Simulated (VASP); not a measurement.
Set up this calculation in VASP 6.6.1, as the native input.

- Task: relaxation of cell and atoms
- Functional: PBE-based screened hybrid with 25 % exact exchange
- Potentials or basis: VASP PAW PBE potentials, release 64 (Mg, O)
- Cutoff: 600 eV
- k mesh: 5 × 5 × 5
- Occupations: fermi-dirac, width 0.05 eV
- Spin: no spin polarisation
- Dipole correction: no
- Grid for exact exchange (PRECFOCK): Normal
- Share of exact exchange: 0.25
- Further INCAR settings: ALGO = Normal; EDIFF = 1e-06; IBRION = 2; EDIFFG = -0.01; NSW = 60; ISIF = 3
- Screening parameter: 0.3 1/Å

The system is MgO.

```
Mg O
1.0
     2.93802    0.00000    0.00000
    -1.46901    2.54440    0.00000
     0.00000    0.00000    2.67968
Mg O
1 1
Cartesian
  0.0000 0.0000 0.0000
  0.0000 1.6963 1.3398
```

One way to write it, as run:

POSCAR

```
MgO
1.0
    2.9380209034      0.0000000000      0.0000000000
   -1.4690104517      2.5444007392      0.0000000000
    0.0000000000      0.0000000000      2.6796800000
Mg O
1 1
Direct
    0.0000000000      0.0000000000      0.0000000000
    0.3333333333      0.6666666667      0.5000000000
```

INCAR.step1

```
PREC = Accurate ; ENCUT = 600
EDIFF = 1E-5 ; ISMEAR = -1
SIGMA = 0.05 ; LREAL = False
LASPH = True ; NELM = 60
ALGO = Normal ; LWAVE = True
LCHARG = False ; GGA = PE
NBANDS = 11
```

INCAR.step2

```
PREC = Accurate ; ENCUT = 600
EDIFF = 1E-6 ; ISMEAR = -1
SIGMA = 0.05 ; LREAL = False
LASPH = True ; NELM = 60
ALGO = Normal ; ISIF = 3
LWAVE = False ; LCHARG = False
GGA = PE ; LHFCALC = True
AEXX = 0.25 ; HFSCREEN = 0.3
PRECFOCK = Normal ; IBRION = 2
NSW = 60 ; EDIFFG = -0.01
ISTART = 1
```

KPOINTS

```
Automatic mesh
0
Gamma
  5 5 5
```

Potentials or basis: VASP PAW PBE potentials, release 64 (Mg, O).

Command:

```console
$ cat potpaw_PBE.64/Mg/POTCAR potpaw_PBE.64/O/POTCAR > POTCAR
$ cp INCAR.step1 INCAR
$ mpirun -np 1 vasp_std > vasp.out
$ cp INCAR.step2 INCAR
$ mpirun -np 1 vasp_std > vasp.out
```

It gave:

The relaxed volume is 9.61 Å³/atom. The relaxed cell is a = 2.898 Å, b = 2.898 Å, c = 2.643 Å, α = 90.00°, β = 90.00°, γ = 120.00° and the space group after relaxing (to 0.1 Å) is P-6m2 (No. 187). The energy gained by relaxing is 8.1 meV/atom. The ionic steps are 7, the pressure after relaxing is -0.1 GPa and the band gap on the k mesh is 4.69 eV (least direct gap 5.11 eV).

Caveat: the k points lie up to 0.50 Å⁻¹ apart in the final cell; the PAW data sets were made with another functional, which shifts forces and pressure a little; an odd mesh through Γ misses points on the zone boundary, where band edges can lie.

Wall time 7.2 min on 1 thread of Intel(R) Xeon(R) 6975P-C (Granite Rapids) (shared host), peak memory 0.25 GiB.
